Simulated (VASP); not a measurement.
# InSe (R3m) in VASP: settings compared

The runs below take InSe through single point, with RPBE+D3(BJ), BLYP+D4.

Everything below comes from runs of VASP 6.6.1. Logs are shortened: lines on timing, memory, paths and dates and some standing lists are left out, and cuts for length are marked.

### 1 The cell of the first run

It takes space group R3m (No. 160, trigonal). The conventional cell has a = 3.918 Å, b = 3.918 Å, c = 24.803 Å, α = 90.00°, β = 90.00°, γ = 120.00°. Within 3.4 Å of In (site symmetry 3m) lie 3 Se at 2.58 Å and 1 In at 2.76 Å. Within 3.4 Å of In (site symmetry 3m) lie 3 Se at 2.58 Å and 1 In at 2.76 Å. Se (site symmetry 3m) has 3 In at 2.58 Å within 3.4 Å. Se (site symmetry 3m) has 3 In at 2.58 Å within 3.4 Å.

### 2 Single point, RPBE+D3(BJ)

Contents of INCAR:

```
ALGO = Normal
EDIFF = 1E-6
ENCUT = 520
GGA = RP
ISIF = 2
ISMEAR = -1
IVDW = 12
LASPH = T
LCHARG = F
LREAL = F
LWAVE = F
NBANDS = 27
NELM = 100
PREC = Accurate
SIGMA = 0.05
```

Contents of KPOINTS:

```
k-points
0
Gamma
  8 8 8
```

Contents of POSCAR:

```
InSe
1.0
    1.9591722174      1.1311286071      8.2677067576
   -1.9591722174      1.1311286071      8.2677067576
    0.0000000000     -2.2622572143      8.2677067576
In Se
2 2
Direct
    0.8886000000      0.8886000000      0.8886000000
    0.0000000000      0.0000000000      0.0000000000
    0.1719000000      0.1719000000      0.1719000000
    0.3835000000      0.3835000000      0.3835000000
```

Potentials or basis: VASP PAW PBE potentials, release 64 (In_d, Se).

The run is started by

```bash
> cat potpaw_PBE.64/In_d/POTCAR potpaw_PBE.64/Se/POTCAR > POTCAR
> mpirun -np 1 vasp_std > vasp.out
```

OUTCAR:

```text
EDIFF = 1E-6
   ENCUT = 520
   GGA = RP
   ISIF = 2
   ISMEAR = -1
   IVDW = 12
   LASPH = T
   LREAL = F
   NELM = 100
   PREC = Accurate
 IVDW          = 12

 ion  position               nearest neighbor table
   1  0.889  0.889  0.889-   3 2.58   3 2.58   3 2.58   2 2.76
   2  0.000  0.000  0.000-   4 2.58   4 2.58   4 2.58   1 2.76
   3  0.172  0.172  0.172-   1 2.58   1 2.58   1 2.58
   4  0.383  0.383  0.383-   2 2.58   2 2.58   2 2.58

  LATTYP: Found a trigonal (rhomboedric) cell.
 ALAT       =     8.5716266095
 COS(alpha) =     0.8955162542

  Lattice vectors:

 A1 = (   1.9591722174,   1.1311286071,   8.2677067576)
 A2 = (  -1.9591722174,   1.1311286071,   8.2677067576)
 A3 = (   0.0000000000,  -2.2622572143,   8.2677067576)

Analysis of symmetry for initial positions (statically):
=====================================================================
 Subroutine PRICEL returns:
 Original cell was already a primitive cell.

 Routine SETGRP: Setting up the symmetry group for a
 trigonal (rhombohedral) supercell.

 Subroutine GETGRP returns: Found  6 space group operations
 (whereof  6 operations were pure point group operations)
 out of a pool of 12 trial point group operations.

The static configuration has the point symmetry C_3v.

Analysis of symmetry for dynamics (positions and initial velocities):
=====================================================================
 Subroutine PRICEL returns:
 Original cell was already a primitive cell.

 Routine SETGRP: Setting up the symmetry group for a
 trigonal (rhombohedral) supercell.

 Subroutine GETGRP returns: Found  6 space group operations
 (whereof  6 operations were pure point group operations)
 out of a pool of 12 trial point group operations.

The dynamic configuration has the point symmetry C_3v.

 Subroutine INISYM returns: Found  6 space group operations
 (whereof  6 operations are pure point group operations),
 and found     1 'primitive' translations

----------------------------------------------------------------------------------------

                                     Primitive cell

  volume of cell :     109.9312

  direct lattice vectors                    reciprocal lattice vectors
     1.959172217  1.131128607  8.267706758     0.255209826  0.147345462  0.040317508
[... 86 lines left out ...]
   LSORBIT =      F    spin-orbit coupling
   LASPH  =      T    aspherical Exc in radial PAW
   ENCUT  =  520.0 eV  38.22 Ry    6.18 a.u.  15.94 15.94 15.94*2*pi/ulx,y,z
   NELM   =    100;   NELMIN=  2; NELMDL= -5     # of ELM steps
   EDIFF  = 0.1E-05   stopping-criterion for ELM
   LREAL  =      F    real-space projection
   EDIFFG = 0.1E-04   stopping-criterion for IOM
   NSW    =      0    number of steps for IOM
   IBRION =     -1    ionic relax: 0-MD 1-quasi-New 2-CG
   NFREE  =      0    steps in history (QN), initial steepest desc. (CG)
   ISIF   =      2    stress and relaxation
   ISYM   =      2    0-nonsym 1-usesym 2-fastsym
   POTIM  = 0.5000    time-step for ionic-motion
   TEBEG  =    0.0;   TEEND  =   0.0 temperature during run
   PSTRESS=    0.0 pullay stress
   NELECT =      38.0000    total number of electrons
   NUPDOWN=      -1.0000    fix difference up-down
   EMIN   =  10.00;   EMAX   =-10.00  energy-range for DOS
   EFERMI =   0.00;   METHOD = LEGACY
   ISMEAR =    -1;   SIGMA  =   0.05  broadening in eV -4-tet -1-fermi 0-gaus
   EFERMI_NEDOS =   21; number of points for ismear=-14 and -15
   IALGO  =     38    algorithm
   IMIX   =      4    mixing-type and parameters
     AMIX     =   0.40;   BMIX     =  1.00
     AMIX_MAG =   1.60;   BMIX_MAG =  1.00
  volume/ion in A,a.u.               =      27.48       185.46
  Fermi-wavevector in a.u.,A,eV,Ry     =   1.148936  2.171174 17.960415  1.320053
  Thomas-Fermi vector in A             =   2.285608
   LORBIT       =      0    0 simple, 1 ext, 2 COOP (PROOUT), +10 PAW based schemes
   GGA     = RP    functional components
   LHFCALC =     F    Hartree Fock is set to
   AEXX    =    0.0000 exact exchange contribution
   IVDW    =    12    specifies the selected vdW correction
   LEPSILON=     F    determine dielectric tensor
   LRPA    =     F    only Hartree local field effects (RPA)
 non-spin polarized calculation
  energy-cutoff  :      520.00
  volume of cell :      109.93
 maximum number of plane-waves:      3012
   NGX = 31   NGY = 31   NGZ = 31

 number of electron      37.9999997 magnetization

 Free energy of the ion-electron system (eV)
  ---------------------------------------------------
  ext. energy  EPLUGINS =         0.00000000
  ---------------------------------------------------
  free energy    TOTEN  =       -12.50043822 eV

  energy without entropy =      -12.50043552  energy(sigma->0) =      -12.50043687

 E-fermi :   5.2479     XC(G=0):  -9.0015

 val. band max:        4.8679223500   @ k =   0.5000   0.5000   0.5000
 cond. band min:       5.6063817520   @ k =   0.5000   0.5000   0.5000
 fundamental gap:      0.7384594020
 Fermi energy:         5.2479462524

 k-point     1 :       0.0000    0.0000    0.0000
  band No.  band energies     occupation
      1     -10.1133      2.00000
      2      -9.9159      2.00000
      3      -9.9159      2.00000
      4      -9.8317      2.00000
      5      -9.8317      2.00000
      6      -9.8009      2.00000
[... 709 lines left out ...]
     26      11.5677      0.00000
     27      12.0480      0.00000

 [... further k-points ...]

------------------------ aborting loop because EDIFF is reached ----------------------------------------

 Edisp (eV)   -5.89192

 E8    (eV) :    -3.8960

  FORCE on cell =-STRESS in cart. coord.  units (eV):
  Direction    XX          YY          ZZ          XY          YZ          ZX
  --------------------------------------------------------------------------------------
  -------------------------------------------------------------------------------------
  Total      -1.20077    -1.20077    -0.72797     0.00000     0.00000     0.00000
  in kB     -17.50039   -17.50039   -10.60968     0.00000     0.00000     0.00000
  external pressure =      -15.20 kB  Pullay stress =        0.00 kB

 VOLUME and BASIS-vectors are now :
 -----------------------------------------------------------------------------
  energy-cutoff  :      520.00
  volume of cell :      109.93
      direct lattice vectors                 reciprocal lattice vectors
     1.959172217  1.131128607  8.267706758     0.255209826  0.147345462  0.040317508
    -1.959172217  1.131128607  8.267706758    -0.255209826  0.147345462  0.040317508
     0.000000000 -2.262257214  8.267706758     0.000000000 -0.294690923  0.040317508

 POSITION                                       TOTAL-FORCE (eV/Angst)
 -----------------------------------------------------------------------------------
      0.00000     -0.00000     22.04005         0.000000     -0.000000      0.715683
      0.00000      0.00000      0.00000         0.000000      0.000000     -0.682011
      0.00000     -0.00000      4.26366         0.000000      0.000000     -0.721102
      0.00000     -0.00000      9.51200         0.000000     -0.000000      0.687430
 -----------------------------------------------------------------------------------
    total drift:                                0.000000      0.000000      0.000350

  FREE ENERGIE OF THE ION-ELECTRON SYSTEM (eV)
  ---------------------------------------------------
  free  energy   TOTEN  =       -18.3923569779 eV

  energy  without entropy=      -18.3923542796  energy(sigma->0) =      -18.39235563
```

Wall time 5.5 min (1 thread of Intel Xeon 6975P-C (Granite Rapids), shared host); peak memory 0.61 GiB.

What came out:

* Free energy: -18.3924 eV
* Pressure: -1.5 GPa
* Largest force: 0.721 eV/Å
* Band gap on the k mesh: 0.74 eV
* Dispersion energy per atom: -1.473 eV

Forces on the atoms (eV/Å):
```
In   0.000  0.000  0.716
In   0.000  0.000 -0.682
Se   0.000  0.000 -0.721
Se   0.000  0.000  0.687
```

Caveat: the PAW data sets were made with another functional, which shifts forces and pressure a little; spin-orbit coupling is left out, which moves the levels of the heavy elements.

### 3 Single point, BLYP+D4

Contents of INCAR:

```
AGGAC = 1.0 ; AGGAX = 1.0
ALDAC = 0.0 ; ALDAX = 1.0
ALGO = Normal ; EDIFF = 1E-7
ENCUT = 520 ; GGA = B5
ISIF = 2 ; ISMEAR = -1
IVDW = 13 ; LASPH = True
LCHARG = False ; LREAL = False
LWAVE = False ; NBANDS = 27
NELM = 100 ; PREC = Accurate
SIGMA = 0.05 ; VDW_A1 = 0.44488865
VDW_A2 = 4.0933009 ; VDW_S6 = 1.0
VDW_S8 = 2.34076671
```

KPOINTS is that of step 2.

POSCAR is that of step 2.

Potentials or basis: VASP PAW PBE potentials, release 64 (In_d, Se).

The run is started by

```bash
> cat potpaw_PBE.64/In_d/POTCAR potpaw_PBE.64/Se/POTCAR > POTCAR
> mpirun -np 1 vasp_std > vasp.out
```

Run time: 5.7 min. Hardware: 1 thread of Intel Xeon 6975P-C (Granite Rapids), shared host; peak memory 0.63 GiB.

It converged, with:

```yaml
Free_energy: -14.1018 eV
Pressure: 6.1 GPa
Largest_force: 1.021 eV/Å
Band_gap_on_the_k_mesh: 0.57 eV
Dispersion_energy_per_atom: -0.650 eV
```

Forces on the atoms (eV/Å):
```
In   0.000  0.000  0.758
In   0.000  0.000 -0.759
Se   0.000  0.000 -1.020
Se   0.000  0.000  1.021
```

Stress tensor (GPa, compression positive):
```
7.17 0.00 0.00
0.00 7.17 0.00
0.00 0.00 4.00
```

Levels at points of the mesh, in eV from the valence-band top:
```tsv
k point	band 15	band 16	band 17	band 18	band 19	band 20	band 21	band 22	band 23	band 24
(0.00, 0.00, 0.00)	-1.66	-1.38	-1.38	-1.28	-1.28	1.82	2.29	4.43	4.43	5.33
(0.50, 0.00, 0.00)	-3.70	-2.56	-2.50	-2.40	-1.80	1.24	2.07	3.72	4.11	4.92
(0.50, 0.50, 0.00)	-3.43	-2.85	-2.69	-2.19	-1.63	1.22	2.07	3.36	3.70	4.46
(0.50, 0.50, 0.50)	-1.46	-1.46	-1.20	-1.20	0.00	0.57	2.29	4.34	4.34	5.71
```

Caveat: the cell stands under pressure; the PAW data sets were made with another functional, which shifts forces and pressure a little; spin-orbit coupling is left out, which moves the levels of the heavy elements. A k mesh can miss the band edges.

### 4 Single point, RPBE+D3(BJ)

This run uses another cell than the first one, of 28.07 Å³/atom.

Contents of INCAR:

```
PREC = Accurate ; ENCUT = 520
EDIFF = 1E-6 ; ISMEAR = -1
SIGMA = 0.05 ; LREAL = False
LASPH = True ; NELM = 100
ALGO = Normal ; ISIF = 2
LWAVE = False ; LCHARG = False
GGA = RP ; IVDW = 12
NBANDS = 27
```

Contents of KPOINTS:

```
Automatic mesh
0
Gamma
  8 8 8
```

Contents of POSCAR:

```
InSe
1.0
    1.9729696595      1.1390945640      8.3259319629
   -1.9729696595      1.1390945640      8.3259319629
    0.0000000000     -2.2781891280      8.3259319629
In Se
2 2
Direct
    0.8886000000      0.8886000000      0.8886000000
    0.0000000000      0.0000000000      0.0000000000
    0.1719000000      0.1719000000      0.1719000000
    0.3835000000      0.3835000000      0.3835000000
```

The run is started by

```bash
> cat potpaw_PBE.64/In_d/POTCAR potpaw_PBE.64/Se/POTCAR > POTCAR
> mpirun -np 1 vasp_std > vasp.out
```

Run time: 5.2 min. Hardware: 1 thread of Intel Xeon 6975P-C (Granite Rapids), shared host; peak memory 0.61 GiB.

Results (log left out):

* Free energy: -18.3622 eV
* Pressure: -2.6 GPa
* Largest force: 0.605 eV/Å
* Band gap on the k mesh: 0.68 eV
* Dispersion energy per atom: -1.436 eV

Forces on the atoms (eV/Å):
```
In   0.000  0.000  0.605
In   0.000  0.000 -0.572
Se   0.000  0.000 -0.508
Se   0.000  0.000  0.475
```

Stress tensor (GPa, compression positive):
```
-2.87  0.00  0.00
 0.00 -2.87  0.00
 0.00  0.00 -2.13
```

Levels at points of the mesh, in eV from the valence-band top:
```csv
k point,band 17,band 18,band 19,band 20,band 21,band 22
"(0.00, 0.00, 0.00)",-1.36,-1.27,-1.27,1.86,2.29,4.49
"(0.50, 0.00, 0.00)",-2.45,-2.35,-1.73,1.27,2.12,3.73
"(0.50, 0.50, 0.00)",-2.63,-2.16,-1.57,1.31,2.07,3.37
"(0.50, 0.50, 0.50)",-1.19,-1.19,0.00,0.68,2.30,4.40
```

Caveat: the PAW data sets were made with another functional, which shifts forces and pressure a little; spin-orbit coupling is left out, which moves the levels of the heavy elements.

(Part 1 of 2 ends here.)
